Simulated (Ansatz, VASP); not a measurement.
**Sn2TeO2: VASP beside Ansatz**

```xyz
5
Lattice="4.0809 0.0000 0.0000 -2.0404 3.5341 0.0000 0.0000 0.0000 6.7377" Properties=species:S:1:pos:R:3 pbc="T T T"
Sn    0.0000    2.3561    2.0107
Sn    2.0404    1.1780    4.7271
Te    0.0000    0.0000    0.0000
O     0.0000    2.3561    4.1184
O     2.0404    1.1780    2.6193
```

Change from the starting cell: species swapped into the EuMn2Sb2 type (P-3m1, No. 164).

Alike in both runs: functional PBE; k mesh 12 × 12 × 6; occupations gaussian, width 0.1 eV; no spin polarisation.

Ansatz relaxed the structure, and its values are those at the end. VASP's run is a single point on that final structure, the one shown.

|  | VASP | Ansatz |
| --- | --- | --- |
| version | VASP 6.6.1 | Ansatz 0.2.0 |
| potentials or method | VASP PAW PBE potentials, release 64 (Sn_d, Te, O), cutoff 520 eV | scalar-relativistic, plane waves, PAW |
| valence electrons in the cell | 46 | 56 |

Ansatz gave:

| Quantity | Value |
| --- | --- |
| gap on the k mesh at the Fermi level (eV) | none |
| pressure (GPa) | 0.0 |
| rms of the force components (eV/Å) | 0.000 |

Q: Which values does VASP return?

A: gap on the k mesh at the Fermi level (eV): none; pressure (GPa): 0.1; rms of the force components (eV/Å): 0.027.

A gap of «none» marks a metal or a gap that the smearing closes. The functional is the same, so the differences come from potentials, cutoffs and numerics. VASP's potentials hold 46 valence electrons a cell and Ansatz's 56, so a difference there can come from the potentials and not from the codes.

Spin-orbit coupling is off throughout.
